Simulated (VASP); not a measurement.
Runs of VASP 6.6.1 on NbTe. The structure is that of space group P-6m2 (No. 187), or close to it. The cells are those of the table. 

| level | U | cell | k mesh | cutoff (eV) | smearing | LDAUTYPE | hund's J | gap on the mesh (eV) | pressure (GPa) |
| --- | --- | --- | --- | --- | --- | --- | --- | --- | --- |
| revPBE | - | a = 3.703, b = 3.703, c = 3.694 Å, angles 90.0, 90.0, 120.0°, 2 atoms | 6 × 6 × 4 | 520 | gaussian 0.1 eV | - | - | none | 0.6 |
| PBE+U | Nb d U = 6.3 eV, J = 0.69 eV | a = 3.823, b = 3.823, c = 3.813 Å, angles 90.0, 90.0, 120.0°, 2 atoms | 3 × 3 × 4 | 520 | tetrahedron | 1 | 0.69 | none | -5.8 |
| PBE | - | a = 3.703, b = 3.703, c = 3.694 Å, angles 90.0, 90.0, 120.0°, 2 atoms | 6 × 6 × 4 | 520 | gaussian 0.1 eV | - | - | none | -0.8 |
| PBE | - | a = 3.703, b = 3.703, c = 3.694 Å, angles 90.0, 90.0, 120.0°, 2 atoms | 3 × 3 × 1 | 500 | fermi-dirac 0.037 eV | - | - | none | 5.5 |
| PBE | - | a = 3.703, b = 3.703, c = 3.694 Å, angles 90.0, 90.0, 120.0°, 2 atoms | 3 × 3 × 4 | 500 | gaussian 0.1 eV | - | - | none | 0.6 |
| PBE+U | Nb d U = 1.9 eV | a = 3.703, b = 3.703, c = 3.694 Å, angles 90.0, 90.0, 120.0°, 2 atoms | 6 × 6 × 4 | 520 | methfessel-paxton 0.087 eV | - | - | none | 0.7 |
| PBE | - | a = 3.703, b = 3.703, c = 3.694 Å, angles 90.0, 90.0, 120.0°, 2 atoms | 3 × 3 × 2 | 500 | tetrahedron | - | - | none | (a) |
| PBE | - | a = 3.703, b = 3.703, c = 3.694 Å, angles 90.0, 90.0, 120.0°, 2 atoms | 3 × 3 × 2, shifted | 500 | gaussian 0.1 eV | - | - | none | (b) |

Alike in all rows: task single point; potentials or basis VASP PAW PBE potentials, release 64 (Nb_sv, Te); no spin polarisation.

Task: Estimate the missing entries.

Result: (a) 2.2; (b) -1.4.

Caveats: all runs use coarse meshes; spin-orbit coupling is left out, which moves the levels of the heavy elements; U without spin polarisation on a metal has little footing (some runs); the U is typed as a test and isn't derived for this compound (some runs); the PAW data sets were made with another functional, which shifts forces and pressure a little (some runs); tetrahedron occupations give inexact forces and stress in metals (some runs).

A k mesh can miss the band edges, and the runs leave out spin-orbit coupling on Nb, Te.

A gap of «none» marks levels without a gap at the run's occupations.
